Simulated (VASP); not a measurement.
# NiO in VASP: notebook

Runs on NiO. Level: PBEsol+U. Tasks: single point, relaxation of cell and atoms.

All numbers are computed with VASP 6.6.1; they aren't measurements. Logs are shortened: lines on timing, memory, paths and dates and some standing lists are left out, and cuts for length are marked.

## 1. The cell of the first run

The typed cell holds 4 atoms: a = 5.100 Å, b = 5.100 Å, c = 5.100 Å, α = 33.63°, β = 33.63°, γ = 33.63°.

## 2. Single point, PBEsol+U, collinear spin, antiferromagnetic start

INCAR

```
  PREC = Accurate
  ENCUT = 520
  EDIFF = 1E-6
  ISMEAR = 0
  SIGMA = 0.01
  LREAL = F
  LASPH = T
  NELM = 150
  ALGO = Normal
  ISIF = 2
  LWAVE = F
  LCHARG = F
  ISPIN = 2
  MAGMOM = 2 -2 0 0
  LORBIT = 11
  LMAXMIX = 4
  LDAU = T
  LDAUTYPE = 2
  LDAUL = 2 -1
  LDAUU = 5 0
  LDAUJ = 0 0
  LDAUPRINT = 1
  GGA = PS
  NBANDS = 28
```

KPOINTS

```
regular mesh
0
Gamma
  6 6 6
```

POSCAR

```
NiO
1.0
    2.0797189441      2.0797189441      4.1662738347
    4.1662738347      2.0797189441      2.0797189441
    2.0797189441      4.1662738347      2.0797189441
Ni O
2 2
Direct
    0.0000000000      0.0000000000      0.0000000000
    0.5000000000      0.5000000000      0.5000000000
    0.2500000000      0.2500000000      0.2500000000
    0.7500000000      0.7500000000      0.7500000000
```

Potentials or basis: VASP PAW PBE potentials, release 64 (Ni, O).

Run with:

```bash
> cat potpaw_PBE.64/Ni/POTCAR potpaw_PBE.64/O/POTCAR > POTCAR
> mpirun -np 1 vasp_std > vasp.out
```

OUTCAR:

```text
PREC = Accurate
   ENCUT = 520
   EDIFF = 1E-6
   ISMEAR = 0
   LREAL = F
   LASPH = T
   NELM = 150
   ISIF = 2
   ISPIN = 2
   LORBIT = 11
   GGA = PS

 ion  position               nearest neighbor table
   1  0.000  0.000  0.000-   4 2.08   3 2.08   4 2.08   3 2.08   3 2.08   4 2.08   2 2.95   2 2.95
                             2 2.95   2 2.95   2 2.95   2 2.95
   2  0.500  0.500  0.500-   3 2.08   4 2.08   3 2.08   4 2.08   4 2.08   3 2.08   1 2.95   1 2.95
                             1 2.95   1 2.95   1 2.95   1 2.95
   3  0.250  0.250  0.250-   1 2.08   2 2.08   1 2.08   2 2.08   2 2.08   1 2.08
   4  0.750  0.750  0.750-   2 2.08   1 2.08   2 2.08   1 2.08   1 2.08   2 2.08

  LATTYP: Found a trigonal (rhomboedric) cell.
 ALAT       =     5.0998332756
 COS(alpha) =     0.8326029996

  Lattice vectors:

 A1 = (   2.0797189441,   2.0797189441,   4.1662738347)
 A2 = (   4.1662738347,   2.0797189441,   2.0797189441)
 A3 = (   2.0797189441,   4.1662738347,   2.0797189441)

Analysis of symmetry for initial positions (statically):
=====================================================================
 Subroutine PRICEL returns following result:

  LATTYP: Found a trigonal (rhomboedric) cell.
 ALAT       =     2.9460024636
 COS(alpha) =     0.4983585473
[... 12 lines left out ...]
 Subroutine GETGRP returns: Found 12 space group operations
 (whereof 12 operations were pure point group operations)
 out of a pool of 12 trial point group operations.

The static configuration has the point symmetry D_3d.

Analysis of symmetry for dynamics (positions and initial velocities):
=====================================================================
 Subroutine PRICEL returns following result:

  LATTYP: Found a trigonal (rhomboedric) cell.
 ALAT       =     2.9460024636
 COS(alpha) =     0.4983585473
[... 12 lines left out ...]
 Subroutine GETGRP returns: Found 12 space group operations
 (whereof 12 operations were pure point group operations)
 out of a pool of 12 trial point group operations.

The dynamic configuration has the point symmetry D_3d.

Analysis of structural, dynamic, and magnetic symmetry:
=====================================================================
 Subroutine PRICEL returns following result:

  LATTYP: Found a trigonal (rhomboedric) cell.
 ALAT       =     2.9460024636
 COS(alpha) =     0.4983585473
[... 12 lines left out ...]
 Subroutine GETGRP returns: Found 12 space group operations
 (whereof 12 operations were pure point group operations)
 out of a pool of 12 trial point group operations.

The overall configuration has the point symmetry D_3d.

 Subroutine INISYM returns: Found 12 space group operations
 (whereof 12 operations are pure point group operations),
 and found     2 'primitive' translations

----------------------------------------------------------------------------------------

                                     Primitive cell

  volume of cell :      18.1239

  direct lattice vectors                    reciprocal lattice vectors
     2.083136917 -0.003417973  2.083136917     0.239826201 -0.239432698  0.239826201
     2.083136917  2.083136917 -0.003417973     0.239826201  0.239826201 -0.239432698
    -0.003417973  2.083136917  2.083136917    -0.239432698  0.239826201  0.239826201

  length of vectors
     2.946002464  2.946002464  2.946002464     0.415164100  0.415164100  0.415164100

  position of ions in fractional coordinates (direct lattice)
     0.000000000  0.000000000  0.000000000
     0.500000000  0.500000000  0.500000000

  ion indices of the primitive-cell ions
   primitive index   ion index
                 1           1
                 2           3

----------------------------------------------------------------------------------------

 KPOINTS: regular mesh

Automatic generation of k-mesh.
 Grid dimensions read from file:
 generate k-points for:    6    6    6

 Generating k-lattice:

  Cartesian coordinates                     Fractional coordinates (reciprocal lattice)
    -0.019952725 -0.019952725  0.059923758     0.166666667  0.000000000  0.000000000
[... 83 lines left out ...]
   LORBIT       =     11    0 simple, 1 ext, 2 COOP (PROOUT), +10 PAW based schemes
 LDA+U is selected, type is set to LDAUTYPE =  2
   angular momentum for each species LDAUL =     2   -1
   U (eV)           for each species LDAUU =   5.0  0.0
   J (eV)           for each species LDAUJ =   0.0  0.0
   GGA     = PS    functional components
   LHFCALC =     F    Hartree Fock is set to
   AEXX    =    0.0000 exact exchange contribution
   IVDW    =     0    specifies the selected vdW correction
   LEPSILON=     F    determine dielectric tensor
   LRPA    =     F    only Hartree local field effects (RPA)
 spin polarized calculation
 Gauss-broadening in eV      SIGMA  =   0.01
  energy-cutoff  :      520.00
  volume of cell :       36.25
 maximum number of plane-waves:      1007
 NGX is ok and might be reduce to    40
   NGX = 19   NGY = 19   NGZ = 19

 number of electron      32.0000012 magnetization      -0.0000000

atom =   1  type =  1  l = 2

 onsite density matrix

spin component  1

  0.9796 -0.0000  0.0000 -0.0000 -0.0000
 -0.0000  0.9796 -0.0000 -0.0000  0.0000
  0.0000 -0.0000  1.0235 -0.0000 -0.0000
 -0.0000 -0.0000 -0.0000  0.9796 -0.0000
 -0.0000  0.0000 -0.0000 -0.0000  1.0235

spin component  2

  0.9769  0.0000 -0.0001  0.0000  0.0000
  0.0000  0.9769  0.0000  0.0000 -0.0001
 -0.0001  0.0000  0.1857  0.0000 -0.0000
  0.0000  0.0000  0.0000  0.9769  0.0001
  0.0000 -0.0001 -0.0000  0.0001  0.1857

 occupancies and eigenvectors

  o =  0.1857  v =  0.0000  0.0000  0.0000  0.0000  0.0000  0.0000  0.0001  0.0189 -0.0001  0.9998      0.0000  0.0000  0.0000  0.0000  0.0000  0.0000  0.0000  0.0000  0.0000  0.0000
  o =  0.1857  v =  0.0000  0.0000  0.0000  0.0000  0.0000  0.0001 -0.0001  0.9998 -0.0001 -0.0189      0.0000  0.0000  0.0000  0.0000  0.0000  0.0000  0.0000  0.0000  0.0000  0.0000
  o =  0.9768  v =  0.0000  0.0000  0.0000  0.0000  0.0000  0.4322 -0.8160 -0.0001  0.3838  0.0001      0.0000  0.0000  0.0000  0.0000  0.0000  0.0000  0.0000  0.0000  0.0000  0.0000
  o =  0.9768  v =  0.0000  0.0000  0.0000  0.0000  0.0000 -0.6927 -0.0279  0.0001  0.7207  0.0001      0.0000  0.0000  0.0000  0.0000  0.0000  0.0000  0.0000  0.0000  0.0000  0.0000
  o =  0.9769  v =  0.0000  0.0000  0.0000  0.0000  0.0000  0.5774  0.5774 -0.0000  0.5774  0.0000      0.0000  0.0000  0.0000  0.0000  0.0000  0.0000  0.0000  0.0000  0.0000  0.0000
  o =  0.9796  v =  0.5774  0.5774 -0.0000  0.5774 -0.0000  0.0000  0.0000  0.0000  0.0000  0.0000      0.0000  0.0000  0.0000  0.0000  0.0000  0.0000  0.0000  0.0000  0.0000  0.0000
  o =  0.9797  v =  0.8021 -0.5334 -0.0008 -0.2686  0.0002  0.0000  0.0000  0.0000  0.0000  0.0000      0.0000  0.0000  0.0000  0.0000  0.0000  0.0000  0.0000  0.0000  0.0000  0.0000
  o =  0.9797  v = -0.1529 -0.6182  0.0002  0.7710  0.0008  0.0000  0.0000  0.0000  0.0000  0.0000      0.0000  0.0000  0.0000  0.0000  0.0000  0.0000  0.0000  0.0000  0.0000  0.0000
  o =  1.0235  v =  0.0007 -0.0003  0.9998 -0.0003  0.0202  0.0000  0.0000  0.0000  0.0000  0.0000      0.0000  0.0000  0.0000  0.0000  0.0000  0.0000  0.0000  0.0000  0.0000  0.0000
  o =  1.0235  v = -0.0000  0.0006 -0.0202 -0.0006  0.9998  0.0000  0.0000  0.0000  0.0000  0.0000      0.0000  0.0000  0.0000  0.0000  0.0000  0.0000  0.0000  0.0000  0.0000  0.0000

atom =   2  type =  1  l = 2

 onsite density matrix

spin component  1

  0.9769  0.0000 -0.0001  0.0000 -0.0000
  0.0000  0.9769  0.0000  0.0000 -0.0001
 -0.0001  0.0000  0.1857  0.0000 -0.0000
  0.0000  0.0000  0.0000  0.9769  0.0001
 -0.0000 -0.0001 -0.0000  0.0001  0.1857

spin component  2

  0.9796 -0.0000  0.0000 -0.0000 -0.0000
 -0.0000  0.9796 -0.0000 -0.0000  0.0000
  0.0000 -0.0000  1.0235 -0.0000 -0.0000
 -0.0000 -0.0000 -0.0000  0.9796 -0.0000
 -0.0000  0.0000 -0.0000 -0.0000  1.0235

 occupancies and eigenvectors

  o =  0.1857  v =  0.0000  0.0001  0.0117 -0.0001  0.9999  0.0000  0.0000  0.0000  0.0000  0.0000      0.0000  0.0000  0.0000  0.0000  0.0000  0.0000  0.0000  0.0000  0.0000  0.0000
  o =  0.1857  v =  0.0001 -0.0001  0.9999 -0.0001 -0.0117  0.0000  0.0000  0.0000  0.0000  0.0000      0.0000  0.0000  0.0000  0.0000  0.0000  0.0000  0.0000  0.0000  0.0000  0.0000
  o =  0.9768  v =  0.2836 -0.8049 -0.0001  0.5213  0.0001  0.0000  0.0000  0.0000  0.0000  0.0000      0.0000  0.0000  0.0000  0.0000  0.0000  0.0000  0.0000  0.0000  0.0000  0.0000
  o =  0.9768  v =  0.7657 -0.1372 -0.0001 -0.6285 -0.0001  0.0000  0.0000  0.0000  0.0000  0.0000      0.0000  0.0000  0.0000  0.0000  0.0000  0.0000  0.0000  0.0000  0.0000  0.0000
  o =  0.9769  v = -0.5774 -0.5774  0.0000 -0.5774 -0.0000  0.0000  0.0000  0.0000  0.0000  0.0000      0.0000  0.0000  0.0000  0.0000  0.0000  0.0000  0.0000  0.0000  0.0000  0.0000
  o =  0.9796  v =  0.0000  0.0000  0.0000  0.0000  0.0000  0.5774  0.5774 -0.0000  0.5774 -0.0000      0.0000  0.0000  0.0000  0.0000  0.0000  0.0000  0.0000  0.0000  0.0000  0.0000
  o =  0.9797  v =  0.0000  0.0000  0.0000  0.0000  0.0000  0.8034 -0.5278 -0.0008 -0.2756  0.0001      0.0000  0.0000  0.0000  0.0000  0.0000  0.0000  0.0000  0.0000  0.0000  0.0000
  o =  0.9797  v =  0.0000  0.0000  0.0000  0.0000  0.0000 -0.1456 -0.6230  0.0001  0.7686  0.0008      0.0000  0.0000  0.0000  0.0000  0.0000  0.0000  0.0000  0.0000  0.0000  0.0000
  o =  1.0235  v =  0.0000  0.0000  0.0000  0.0000  0.0000  0.0007 -0.0003  0.9999 -0.0003  0.0104      0.0000  0.0000  0.0000  0.0000  0.0000  0.0000  0.0000  0.0000  0.0000  0.0000
  o =  1.0235  v =  0.0000  0.0000  0.0000  0.0000  0.0000 -0.0000  0.0006 -0.0104 -0.0006  0.9999      0.0000  0.0000  0.0000  0.0000  0.0000  0.0000  0.0000  0.0000  0.0000  0.0000

 number of electron      32.0000012 magnetization       0.0000000

 Free energy of the ion-electron system (eV)
  ---------------------------------------------------
  ext. energy  EPLUGINS =         0.00000000
  ---------------------------------------------------
  free energy    TOTEN  =       -22.54733677 eV

  energy without entropy =      -22.54733677  energy(sigma->0) =      -22.54733677

 E-fermi :   6.4598     XC(G=0): -12.9419

 val. band max:        6.3073238975   @ k =   0.5000   0.5000   0.5000
 cond. band min:       9.3230288559   @ k =   0.5000   0.3333   0.3333
 fundamental gap:      3.0157049584
 Fermi energy:         6.4597988898

 spin component 1

 k-point     1 :       0.0000    0.0000    0.0000
  band No.  band energies     occupation
      1     -12.1374      1.00000
      2     -10.6450      1.00000
      3      -0.7088      1.00000
      4       0.6551      1.00000
      5       0.6552      1.00000
      6       2.7134      1.00000
[... 1481 lines left out ...]
     27      25.0494      0.00000
     28      27.9818      0.00000

 [... further k-points ...]

------------------------ aborting loop because EDIFF is reached ----------------------------------------

  FORCE on cell =-STRESS in cart. coord.  units (eV):
  Direction    XX          YY          ZZ          XY          YZ          ZX
  --------------------------------------------------------------------------------------
  -------------------------------------------------------------------------------------
  Total       -1.8052630     -1.8052630     -1.8052630      0.0070944      0.0070944      0.0070944
  in kB      -79.7939702    -79.7939702    -79.7939702      0.3135789      0.3135789      0.3135789
  external PRESSURE =     -79.7939702 kB  Pullay stress =       0.0000000 kB

 VOLUME and BASIS-vectors are now :
 -----------------------------------------------------------------------------
  energy-cutoff  :      520.00
  volume of cell :       36.25
      direct lattice vectors                 reciprocal lattice vectors
     2.079718944  2.079718944  4.166273835    -0.119716349 -0.119716349  0.359542550
     4.166273835  2.079718944  2.079718944     0.359542550 -0.119716349 -0.119716349
     2.079718944  4.166273835  2.079718944    -0.119716349  0.359542550 -0.119716349

 POSITION                                       TOTAL-FORCE (eV/Angst)
 -----------------------------------------------------------------------------------
      0.00000      0.00000      0.00000        -0.000000     -0.000000     -0.000000
      4.16286      4.16286      4.16286        -0.000000     -0.000000      0.000000
      2.08143      2.08143      2.08143         0.000000      0.000000     -0.000000
      6.24428      6.24428      6.24428        -0.000000      0.000000     -0.000000
 -----------------------------------------------------------------------------------
    total drift:                               -0.000000     -0.000000      0.000000

  FREE ENERGIE OF THE ION-ELECTRON SYSTEM (eV)
  ---------------------------------------------------
  free  energy   TOTEN  =       -22.5473367701 eV

  energy  without entropy=      -22.5473367701  energy(sigma->0) =      -22.54733677

 total charge

# of ion       s       p       d       tot
------------------------------------------
    1        0.345   0.428   8.260   9.033
    2        0.345   0.428   8.260   9.033
    3        1.546   3.440   0.000   4.986
    4        1.546   3.440   0.000   4.986
--------------------------------------------------
tot          3.782   7.737  16.520  28.038

 magnetization (x)

# of ion       s       p       d       tot
------------------------------------------
    1       -0.004  -0.008   1.683   1.670
    2        0.004   0.008  -1.683  -1.670
    3        0.000   0.000   0.000   0.000
    4        0.000   0.000   0.000   0.000
--------------------------------------------------
tot          0.000   0.000   0.000   0.000
```

Wall time 1.8 min (1 thread of Intel Xeon 6975P-C (Granite Rapids), shared host); peak memory 0.3 GiB.

What came out:

```yaml
Free_energy: -22.5473 eV
Pressure: -8.0 GPa
Band_gap_on_the_k_mesh: 3.02 eV
Net_moment: 0.00 μB per cell
Site_moments: Ni +1.67, -1.67; O +0.00 μB
Valence_electrons_inside_the_program's_atomic_spheres: Ni 9.03; O 4.99
```

Eigenvalues of the final occupation matrices:
```
    site  spin  trace               eigenvalues
site 1 d     1   4.99  0.98 0.98 0.98 1.02 1.02
site 1 d     2   3.30  0.19 0.19 0.98 0.98 0.98
site 2 d     1   3.30  0.19 0.19 0.98 0.98 0.98
site 2 d     2   4.99  0.98 0.98 0.98 1.02 1.02
```

Caveat: the cell stands under tension; the PAW data sets were made with another functional, which shifts forces and pressure a little.

## 3. Relaxation of cell and atoms, PBEsol+U, collinear spin, antiferromagnetic start

This run uses another cell than the first one, of 9.11 Å³/atom.

INCAR

```
SYSTEM = NiO
ALGO = Normal
EDIFF = 1E-6
EDIFFG = -0.003
ENCUT = 600
GGA = PS
IBRION = 2
ISIF = 3
ISMEAR = 0
ISPIN = 2
LASPH = .TRUE.
LCHARG = .FALSE.
LDAU = .TRUE.
LDAUJ = 0 0
LDAUL = 2 -1
LDAUPRINT = 1
LDAUTYPE = 2
LDAUU = 5 0
LMAXMIX = 4
LORBIT = 11
LREAL = .FALSE.
LWAVE = .FALSE.
MAGMOM = 2 -2 0 0
NELM = 150
NSW = 80
PREC = Accurate
SIGMA = 0.01
```

KPOINTS

```
k-points
0
G
  6 6 6
  0 0 0
```

POSCAR

```
NiO
1.0
    2.0885000000      2.0885000000      4.1770000000
    4.1770000000      2.0885000000      2.0885000000
    2.0885000000      4.1770000000      2.0885000000
Ni O
2 2
Direct
    0.0000000000      0.0000000000      0.0000000000
    0.5000000000      0.5000000000      0.5000000000
    0.2500000000      0.2500000000      0.2500000000
    0.7500000000      0.7500000000      0.7500000000
```

Potentials or basis: VASP PAW PBE potentials, release 64 (Ni, O).

Run with:

```bash
> cat potpaw_PBE.64/Ni/POTCAR potpaw_PBE.64/O/POTCAR > POTCAR
> mpirun -np 1 vasp_std > vasp.out
```

Wall time 7.2 min (1 thread of Intel Xeon 6975P-C (Granite Rapids), shared host); peak memory 0.35 GiB.

Results (log left out):

```yaml
Free_energy: -22.5925 eV
Relaxed_volume: 8.68 Å³/atom
Relaxed_cell: a = 5.028 Å, b = 5.028 Å, c = 5.028 Å, α = 33.63°, β = 33.63°, γ = 33.63°
Space_group_after_relaxing_to_0.1_Å: Fm-3m (No. 225)
Energy_gained_by_relaxing: 12.7 meV/atom
Ionic_steps: 7
Pressure_after_relaxing: 0.0 GPa
Band_gap_on_the_k_mesh: 3.06 eV
Net_moment: 0.00 μB per cell
Site_moments: Ni +1.66, -1.66; O +0.00 μB
Valence_electrons_inside_the_program's_atomic_spheres: Ni 9.12; O 5.01
```

Step by step:
```tsv
step	energy change (eV)	largest force (eV/Å)	pressure (GPa)	volume (Å³)
1	0.0000	0.0000	-9.07	36.44
2	-0.0335	0.0000	6.05	33.79
3	-0.0509	0.0000	0.03	34.72
4	-0.0509	0.0000	-0.17	34.76
5	-0.0509	0.0000	-0.18	34.76
6	-0.0509	0.0000	-0.18	34.76
7	-0.0509	0.0000	-0.02	34.72
```

Final structure:
```
Ni O
1.0
     2.05058    2.05058    4.10730
     4.10730    2.05058    2.05058
     2.05058    4.10730    2.05058
Ni O
2 2
Cartesian
  0.0000 0.0000 0.0000
  4.1042 4.1042 4.1042
  2.0521 2.0521 2.0521
  6.1563 6.1563 6.1563
```

Levels at points of the mesh, in eV from the valence-band top:
Spin up:
| k point | band 12 | band 13 | band 14 | band 15 | band 16 | band 17 | band 18 | band 19 | band 20 |
| --- | --- | --- | --- | --- | --- | --- | --- | --- | --- |
| (0.00, 0.00, 0.00) | -1.17 | -1.17 | -1.15 | -0.89 | -0.89 | 3.54 | 3.83 | 3.83 | 7.22 |
| (0.50, 0.00, 0.00) | -1.99 | -1.49 | -1.31 | -1.07 | -0.56 | 3.63 | 3.70 | 9.31 | 9.54 |
| (0.50, 0.50, 0.00) | -2.26 | -2.01 | -1.35 | -0.74 | -0.52 | 3.99 | 4.17 | 7.24 | 8.08 |
| (0.50, 0.50, 0.50) | -1.59 | -1.59 | -1.55 | 0.00 | 0.00 | 3.58 | 3.59 | 6.22 | 6.34 |
Spin down:
| k point | band 13 | band 14 | band 15 | band 16 | band 17 | band 18 | band 19 | band 20 |
| --- | --- | --- | --- | --- | --- | --- | --- | --- |
| (0.00, 0.00, 0.00) | -1.17 | -1.15 | -0.89 | -0.89 | 3.54 | 3.83 | 3.83 | 7.22 |
| (0.50, 0.00, 0.00) | -1.49 | -1.31 | -1.07 | -0.56 | 3.63 | 3.70 | 9.31 | 9.54 |
| (0.50, 0.50, 0.00) | -2.01 | -1.35 | -0.74 | -0.52 | 3.99 | 4.17 | 7.24 | 8.08 |
| (0.50, 0.50, 0.50) | -1.59 | -1.55 | 0.00 | 0.00 | 3.58 | 3.59 | 6.22 | 6.34 |

Eigenvalues of the final occupation matrices:
| site | spin | trace | eigenvalues |
| --- | --- | --- | --- |
| site 1 d | 1 | 5.00 | 0.98 0.98 0.98 1.03 1.03 |
| site 1 d | 2 | 3.33 | 0.20 0.20 0.98 0.98 0.98 |
| site 2 d | 1 | 3.33 | 0.20 0.20 0.98 0.98 0.98 |
| site 2 d | 2 | 5.00 | 0.98 0.98 0.98 1.03 1.03 |

Caveat: the PAW data sets were made with another functional, which shifts forces and pressure a little.
